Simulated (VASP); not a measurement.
Crystal: CdS.

```
Cd S
1.0
     4.15000    0.00000    0.00000
    -2.07500    3.59401    0.00000
     0.00000    0.00000    6.73700
Cd S
2 2
Direct
  0.66667 0.33333 0.50000
  0.33333 0.66667 0.00000
  0.66667 0.33333 0.87500
  0.33333 0.66667 0.37500
```

Base run:

| Property | Result |
| --- | --- |
| Program | VASP 6.6.1 |
| Functional | PBE |
| Potentials or basis | VASP PAW PBE potentials, release 64 (Cd, S) |
| Cutoff | 500 eV |
| k mesh | 7 × 7 × 4 |
| Occupations | fermi-dirac, width 0.05 eV |
| Spin | non-collinear spin, zero start, spin-orbit coupling |
| Starting moments | [[0.0, 0.0, 0.0], [0.0, 0.0, 0.0], [0.0, 0.0, 0.0], [0.0, 0.0, 0.0]] μB |

Its results: pressure 2.3 GPa; net moment 0.00 μB per cell; largest force 0.069 eV/Å.

**Question.** The run is repeated on the same cell with these changes: functional from PBE to r2SCAN; cutoff from 500 eV to 550 eV. What comes out?

**Answer.** Pressure 1.0 GPa; net moment 0.00 μB per cell; largest force 0.072 eV/Å.

Caveats: the PAW data sets were made with another functional, which shifts forces and pressure a little (at least some runs).
